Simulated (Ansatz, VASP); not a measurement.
**Two plane-wave programs on TlPdCl3**

```
CELL_PARAMETERS angstrom
4.97612 0.00000 0.00000
0.00000 4.97612 0.00000
0.00000 0.00000 4.97612
ATOMIC_POSITIONS crystal
Tl 0.50000 0.50000 0.50000
Pd 0.00000 0.00000 0.00000
Cl 0.50000 0.00000 0.00000
Cl 0.00000 0.50000 0.00000
Cl 0.00000 0.00000 0.50000
```

Alike in both runs: functional PBE; k mesh 4 × 4 × 4; occupations gaussian, width 0.1 eV; collinear spin.

Ansatz relaxed the structure, and its values are those at the end. VASP's run is a single point on that final structure, the one shown.

|  | VASP | Ansatz |
| --- | --- | --- |
| version | VASP 6.6.1 | Ansatz 0.2.0 |
| potentials or method | VASP PAW PBE potentials, release 64 (Tl_d, Pd, Cl), cutoff 520 eV | scalar-relativistic, plane waves, PAW |
| valence electrons in the cell | 44 | 52 |

```csv
,VASP,Ansatz,Ansatz less VASP
gap on the k mesh at the Fermi level (eV),none,none,-
pressure (GPa),0.2,0.3,+0.11
net moment per atom (μB),0.11,0.11,0.000
size of the moment on the site where the two differ most (μB),0.33,0.31,-0.017
```

Site moments also hang on the region over which each program counts them. A gap of «none» marks a metal or a gap that the smearing closes. VASP's potentials hold 44 valence electrons a cell and Ansatz's 52, so a difference there can come from the potentials and not from the codes.

Neither program's run includes spin-orbit coupling.
